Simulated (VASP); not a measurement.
# TaC (Fm-3m) in VASP: notebook, part 2 of 3

VASP 6.6.1. The steps go on from the part before.

### 4 Single point, PBEsol+D3(BJ) (10.50 Å³/atom)

This run uses another cell than the first one, of 10.50 Å³/atom.

INCAR reads:

```
SYSTEM = TaC
PREC = Accurate
ENCUT = 600
EDIFF = 1E-6
ISMEAR = 0
SIGMA = 0.05
LREAL = .FALSE.
LASPH = .TRUE.
NELM = 120
ALGO = Normal
ISIF = 2
LWAVE = .FALSE.
LCHARG = .TRUE.
GGA = PS
IVDW = 12
LELF = .TRUE.
LVHAR = .TRUE.
NBANDS = 14
GGA_COMPAT = .FALSE.
```

KPOINTS reads:

```
Automatic mesh
0
G
  10 10 10
  0 0 0
```

POSCAR reads:

```
TaC
1.0
    0.0000000000      2.1900886203      2.1900886203
    2.1900886203      0.0000000000      2.1900886203
    2.1900886203      2.1900886203      0.0000000000
Ta C
1 1
Direct
    0.0000000000      0.0000000000      0.0000000000
    0.5000000000      0.5000000000      0.5000000000
```

Potentials or basis: VASP PAW PBE potentials, release 64 (Ta_pv, C).

Run with:

```sh
$ cat potpaw_PBE.64/Ta_pv/POTCAR potpaw_PBE.64/C/POTCAR > POTCAR
$ mpirun -np 1 vasp_std > vasp.out
```

OUTCAR:

```text
SYSTEM = TaC
   PREC = Accurate
   ENCUT = 600
   EDIFF = 1E-6
   ISMEAR = 0
   LREAL = .FALSE.
   LASPH = .TRUE.
   NELM = 120
   ISIF = 2
   GGA = PS
   IVDW = 12
 IVDW          = 12

 ion  position               nearest neighbor table
   1  0.000  0.000  0.000-   2 2.19   2 2.19   2 2.19   2 2.19   2 2.19   2 2.19
   2  0.500  0.500  0.500-   1 2.19   1 2.19   1 2.19   1 2.19   1 2.19   1 2.19

  LATTYP: Found a face centered cubic cell.
 ALAT       =     4.3801772406

  Lattice vectors:

 A1 = (   0.0000000000,   2.1900886203,   2.1900886203)
 A2 = (   2.1900886203,   0.0000000000,   2.1900886203)
 A3 = (   2.1900886203,   2.1900886203,   0.0000000000)

Analysis of symmetry for initial positions (statically):
=====================================================================
 Subroutine PRICEL returns:
 Original cell was already a primitive cell.

 Routine SETGRP: Setting up the symmetry group for a
 face centered cubic supercell.

 Subroutine GETGRP returns: Found 48 space group operations
 (whereof 48 operations were pure point group operations)
 out of a pool of 48 trial point group operations.

The static configuration has the point symmetry O_h .

Analysis of symmetry for dynamics (positions and initial velocities):
=====================================================================
 Subroutine PRICEL returns:
 Original cell was already a primitive cell.

 Routine SETGRP: Setting up the symmetry group for a
 face centered cubic supercell.

 Subroutine GETGRP returns: Found 48 space group operations
 (whereof 48 operations were pure point group operations)
 out of a pool of 48 trial point group operations.

The dynamic configuration has the point symmetry O_h .

 Subroutine INISYM returns: Found 48 space group operations
 (whereof 48 operations are pure point group operations),
 and found     1 'primitive' translations

----------------------------------------------------------------------------------------

                                     Primitive cell

  volume of cell :      21.0095

  direct lattice vectors                    reciprocal lattice vectors
     0.000000000  2.190088620  2.190088620    -0.228301264  0.228301264  0.228301264
     2.190088620  0.000000000  2.190088620     0.228301264 -0.228301264  0.228301264
     2.190088620  2.190088620  0.000000000     0.228301264  0.228301264 -0.228301264

  length of vectors
     3.097253030  3.097253030  3.097253030     0.395429388  0.395429388  0.395429388

  position of ions in fractional coordinates (direct lattice)
     0.000000000  0.000000000  0.000000000
     0.500000000  0.500000000  0.500000000

  ion indices of the primitive-cell ions
   primitive index   ion index
                 1           1
                 2           2

----------------------------------------------------------------------------------------

 KPOINTS: Automatic mesh

Automatic generation of k-mesh.
 Grid dimensions read from file:
 generate k-points for:   10   10   10

 Generating k-lattice:

  Cartesian coordinates                     Fractional coordinates (reciprocal lattice)
    -0.022830126  0.022830126  0.022830126     0.100000000  0.000000000  0.000000000
     0.022830126 -0.022830126  0.022830126     0.000000000  0.100000000  0.000000000
     0.022830126  0.022830126 -0.022830126     0.000000000  0.000000000  0.100000000

  Length of vectors
     0.039542939  0.039542939  0.039542939

  Shift w.r.t. Gamma in fractional coordinates (k-lattice)
     0.000000000  0.000000000  0.000000000
[... 38 lines left out ...]
   ions per type =               1   1
   NGX,Y,Z   is equivalent  to a cutoff of  15.03, 15.03, 15.03 a.u.
   NGXF,Y,Z  is equivalent  to a cutoff of  30.06, 30.06, 30.06 a.u.
 SYSTEM =  TaC
   PREC   = accura    normal or accurate (medium, high low for compatibility)
   ISTART =      0    job   : 0-new  1-cont  2-samecut
   ICHARG =      2    charge: 1-file 2-atom 10-const
   ISPIN  =      1    spin polarized calculation?
   LNONCOLLINEAR =      F non collinear calculations
   LSORBIT =      F    spin-orbit coupling
   LASPH  =      T    aspherical Exc in radial PAW
   ENCUT  =  600.0 eV  44.10 Ry    6.64 a.u.   6.19  6.19  6.19*2*pi/ulx,y,z
   NELM   =    120;   NELMIN=  2; NELMDL= -5     # of ELM steps
   EDIFF  = 0.1E-05   stopping-criterion for ELM
   LREAL  =      F    real-space projection
   EDIFFG = 0.1E-04   stopping-criterion for IOM
   NSW    =      0    number of steps for IOM
   IBRION =     -1    ionic relax: 0-MD 1-quasi-New 2-CG
   NFREE  =      0    steps in history (QN), initial steepest desc. (CG)
   ISIF   =      2    stress and relaxation
   ISYM   =      2    0-nonsym 1-usesym 2-fastsym
   POTIM  = 0.5000    time-step for ionic-motion
   TEBEG  =    0.0;   TEEND  =   0.0 temperature during run
   PSTRESS=    0.0 pullay stress
   NELECT =      15.0000    total number of electrons
   NUPDOWN=      -1.0000    fix difference up-down
   EMIN   =  10.00;   EMAX   =-10.00  energy-range for DOS
   EFERMI =   0.00;   METHOD = LEGACY
   ISMEAR =     0;   SIGMA  =   0.05  broadening in eV -4-tet -1-fermi 0-gaus
   EFERMI_NEDOS =   21; number of points for ismear=-14 and -15
   IALGO  =     38    algorithm
   IMIX   =      4    mixing-type and parameters
     AMIX     =   0.40;   BMIX     =  1.00
     AMIX_MAG =   1.60;   BMIX_MAG =  1.00
  volume/ion in A,a.u.               =      10.50        70.89
  Fermi-wavevector in a.u.,A,eV,Ry     =   1.463188  2.765025 29.128986  2.140920
  Thomas-Fermi vector in A             =   2.579313
   LORBIT       =      0    0 simple, 1 ext, 2 COOP (PROOUT), +10 PAW based schemes
   GGA     = PS    functional components
   LHFCALC =     F    Hartree Fock is set to
   AEXX    =    0.0000 exact exchange contribution
   IVDW    =    12    specifies the selected vdW correction
   LEPSILON=     F    determine dielectric tensor
   LRPA    =     F    only Hartree local field effects (RPA)
 non-spin polarized calculation
 Gauss-broadening in eV      SIGMA  =   0.05
  energy-cutoff  :      600.00
  volume of cell :       21.01
 maximum number of plane-waves:       725
 NGX is ok and might be reduce to    28
   NGX = 13   NGY = 13   NGZ = 13

 number of electron      15.0000000 magnetization

 Free energy of the ion-electron system (eV)
  ---------------------------------------------------
  ext. energy  EPLUGINS =         0.00000000
  ---------------------------------------------------
  free energy    TOTEN  =       -23.48945564 eV

  energy without entropy =      -23.48902621  energy(sigma->0) =      -23.48924092

 E-fermi :   8.6572     XC(G=0): -13.5940

 val. band max:        8.6458898036   @ k =   0.2000   0.0000   0.0000
 cond. band min:       8.8799947015   @ k =  -0.4000   0.3000   0.0000
 fundamental gap:      0.2341048979
 Fermi energy:         8.6571646633

 k-point     1 :       0.0000    0.0000    0.0000
  band No.  band energies     occupation
      1     -26.0740      2.00000
      2     -26.0740      2.00000
      3     -26.0740      2.00000
      4      -6.3825      2.00000
      5       7.3074      2.00000
      6       7.3074      2.00000
      7       7.3074      2.00000
      8       8.2945      2.00000
      9       8.2945      2.00000
     10       8.2945      2.00000
     11       9.4616      0.00000
     12       9.4616      0.00000
     13      15.9885      0.00000
     14      18.8279      0.00000
[... 377 lines left out ...]
      1     -26.7128      2.00000
      2     -26.3323      2.00000
      3     -26.3053      2.00000
      4      -3.9057      2.00000
      5       2.5710      2.00000
      6       4.1582      2.00000
      7       5.9887      2.00000
      8       6.8787      2.00000
      9      11.7197      0.00000
     10      13.0946      0.00000
     11      13.3245      0.00000
     12      16.6276      0.00000
     13      19.8110      0.00000
     14      21.3502      0.00000

 [... further k-points ...]

------------------------ aborting loop because EDIFF is reached ----------------------------------------

 Edisp (eV)   -0.96541

 E8    (eV) :    -0.6756

  FORCE on cell =-STRESS in cart. coord.  units (eV):
  Direction    XX          YY          ZZ          XY          YZ          ZX
  --------------------------------------------------------------------------------------
  -------------------------------------------------------------------------------------
  Total       1.13121     1.13121     1.13121     0.00000    -0.00000    -0.00000
  in kB      86.26578    86.26578    86.26578     0.00000    -0.00000    -0.00000
  external pressure =       86.27 kB  Pullay stress =        0.00 kB

 VOLUME and BASIS-vectors are now :
 -----------------------------------------------------------------------------
  energy-cutoff  :      600.00
  volume of cell :       21.01
      direct lattice vectors                 reciprocal lattice vectors
     0.000000000  2.190088620  2.190088620    -0.228301264  0.228301264  0.228301264
     2.190088620  0.000000000  2.190088620     0.228301264 -0.228301264  0.228301264
     2.190088620  2.190088620  0.000000000     0.228301264  0.228301264 -0.228301264

 POSITION                                       TOTAL-FORCE (eV/Angst)
 -----------------------------------------------------------------------------------
      0.00000      0.00000      0.00000        -0.000000      0.000000      0.000000
      2.19009      2.19009      2.19009         0.000000     -0.000000     -0.000000
 -----------------------------------------------------------------------------------
    total drift:                                0.000000      0.000000      0.000000

  FREE ENERGIE OF THE ION-ELECTRON SYSTEM (eV)
  ---------------------------------------------------
  free  energy   TOTEN  =       -24.4548699787 eV

  energy  without entropy=      -24.4544405476  energy(sigma->0) =      -24.45465526
```

stdout:

```text
POSCAR found type information on POSCAR TaC
 POSCAR found :  2 types and       2 ions
 scaLAPACK will be used
 -----------------------------------------------------------------------------
|                                                                             |
|                                                                             |
|     You enforced a specific xc type in the INCAR file but a different       |
|     I HOPE YOU KNOW WHAT YOU ARE DOING!                                     |
|                                                                             |
 -----------------------------------------------------------------------------

 LDA part: xc-table for (Slater+PW92), standard interpolation
 POSCAR, INCAR and KPOINTS ok, starting setup
 FFT: planning ... GRIDC
 FFT: planning ... GRID_SOFT
 FFT: planning ... GRID
 WAVECAR not read
 entering main loop
```

Wall time 31 s (1 thread of Intel Xeon 8259CL, shared host); peak memory 0.18 GiB.

What came out:

| Property | Result |
| --- | --- |
| Free energy | -24.4549 eV |
| Pressure | 8.6 GPa |
| Band gap on the k mesh | zero (an odd number of electrons rules out a gap without spin polarisation) |
| Dispersion energy per atom | -0.483 eV |

Caveat: the cell stands under pressure; the PAW data sets were made with another functional, which shifts forces and pressure a little; spin-orbit coupling is left out, which moves the levels of the heavy elements.

### 5 Single point, PBE

This run uses another cell than the first one, of 11.04 Å³/atom.

INCAR reads:

```
ALGO = Normal
EDIFF = 1E-6
ENCUT = 600
GGA = PE
GGA_COMPAT = False
ISIF = 2
ISMEAR = 0
LASPH = True
LCHARG = True
LELF = True
LREAL = False
LVHAR = True
LWAVE = False
NBANDS = 14
NELM = 120
PREC = Accurate
SIGMA = 0.05
```

KPOINTS reads:

```
k-points
0
Gamma
  10 10 10
```

POSCAR reads:

```
TaC
1.0
    0.0000000000      2.2269985830      2.2269985830
    2.2269985830      0.0000000000      2.2269985830
    2.2269985830      2.2269985830      0.0000000000
Ta C
1 1
Direct
    0.0000000000      0.0000000000      0.0000000000
    0.5000000000      0.5000000000      0.5000000000
```

Run with:

```sh
$ cat potpaw_PBE.64/Ta_pv/POTCAR potpaw_PBE.64/C/POTCAR > POTCAR
$ mpirun -np 1 vasp_std > vasp.out
```

It took 35 s on 1 thread of Intel Xeon 8259CL, shared host; peak memory 0.17 GiB.

Results (log left out):

| Property | Result |
| --- | --- |
| Free energy | -22.2080 eV |
| Pressure | 5.3 GPa |
| Band gap on the k mesh | zero (an odd number of electrons rules out a gap without spin polarisation) |

Levels at points of the mesh, in eV from the Fermi level:
```
           k point  band 4  band 5  band 6  band 7  band 8  band 9  band 10  band 11  band 12  band 13
(0.00, 0.00, 0.00)  -14.75   -1.26   -1.26   -1.26   -0.41   -0.41    -0.41     0.73     0.73     6.66
(0.50, 0.00, 0.00)  -10.30   -8.67   -5.41   -5.41    2.80    2.80     3.79     5.48    10.04    10.04
(0.50, 0.50, 0.00)  -12.65   -4.55   -4.48   -1.70   -1.70    2.69     4.18     4.18     6.97     8.22
```

Caveat: the cell stands under pressure; spin-orbit coupling is left out, which moves the levels of the heavy elements.

### 6 Single point, revPBE

This run uses another cell than the first one, of 11.04 Å³/atom.

INCAR reads:

```
SYSTEM = TaC
  PREC = Accurate
  ENCUT = 600
  EDIFF = 1E-6
  ISMEAR = 0
  SIGMA = 0.05
  LREAL = .FALSE.
  LASPH = .TRUE.
  NELM = 120
  ALGO = Normal
  ISIF = 2
  LWAVE = .FALSE.
  LCHARG = .FALSE.
  GGA = RE
  NBANDS = 14
  GGA_COMPAT = .FALSE.
```

KPOINTS reads:

```
regular mesh
0
G
  10 10 10
  0 0 0
```

POSCAR is that of step 5.

Potentials or basis: VASP PAW PBE potentials, release 64 (Ta_pv, C).

Run with:

```sh
$ cat potpaw_PBE.64/Ta_pv/POTCAR potpaw_PBE.64/C/POTCAR > POTCAR
$ mpirun -np 1 vasp_std > vasp.out
```

Run time: 37 s. Hardware: 1 thread of Intel Xeon 8259CL, shared host; peak memory 0.17 GiB.

Results (log left out):

```
Free energy            : -21.3912 eV
Pressure               : 8.4 GPa
Band gap on the k mesh : zero (an odd number of electrons rules out a gap without spin polarisation)
```

Levels at points of the mesh, in eV from the Fermi level:
| k point | band 4 | band 5 | band 6 | band 7 | band 8 | band 9 | band 10 | band 11 | band 12 | band 13 |
| --- | --- | --- | --- | --- | --- | --- | --- | --- | --- | --- |
| (0.00, 0.00, 0.00) | -14.80 | -1.26 | -1.26 | -1.26 | -0.42 | -0.42 | -0.42 | 0.73 | 0.73 | 6.63 |
| (0.50, 0.00, 0.00) | -10.37 | -8.68 | -5.42 | -5.42 | 2.81 | 2.81 | 3.79 | 5.44 | 10.06 | 10.06 |
| (0.50, 0.50, 0.00) | -12.70 | -4.58 | -4.48 | -1.71 | -1.71 | 2.69 | 4.18 | 4.18 | 6.98 | 8.20 |

Caveat: the cell stands under pressure; the PAW data sets were made with another functional, which shifts forces and pressure a little; spin-orbit coupling is left out, which moves the levels of the heavy elements.

(Continued in part 3 of 3.)
